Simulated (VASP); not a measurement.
A run of VASP 6.6.1 is set up as follows.

INCAR

```
PREC     = Accurate       # precision mode
ENCUT    = 520            # plane-wave cutoff, eV
EDIFF    = 1E-6           # SCF threshold, eV
ISMEAR   = -1             # smearing method
SIGMA    = 0.15           # smearing width, eV
LREAL    = F              # projectors in reciprocal space
LASPH    = T              # aspherical terms in the spheres
NELM     = 100            # most SCF steps
ALGO     = Normal         # electronic algorithm
ISIF     = 2              # what is computed and relaxed
LWAVE    = F              # write WAVECAR
LCHARG   = F              # write CHGCAR
GGA      = PE             # functional
NBANDS   = 19             # bands
```

File KPOINTS:

```
Automatic mesh
0
Gamma
  10 10 5
```

POSCAR

```
Zr
1.0
    3.2587119552      0.0000000000      0.0000000000
   -1.6293559776      2.8221272309      0.0000000000
    0.0000000000      0.0000000000      5.1895391192
Zr
2
Direct
    0.3333333333      0.6666666667      0.2500000000
    0.6666666667      0.3333333333      0.7500000000
```

Potentials or basis: VASP PAW PBE potentials, release 64 (Zr_sv).

Run with:

```bash
$ cat potpaw_PBE.64/Zr_sv/POTCAR > POTCAR
$ mpirun -np 1 vasp_std > vasp.out
```

Task: Estimate the band gap on the k mesh.

Result: Zero (band 12 reaches 9.58 eV, above the bottom of band 13 at 8.40 eV).

Task: Predict the pressure.

Result: -1.6 GPa.

Stress tensor (GPa, compression positive):
```
-1.83  0.00  0.00
 0.00 -1.83  0.00
 0.00  0.00 -1.10
```
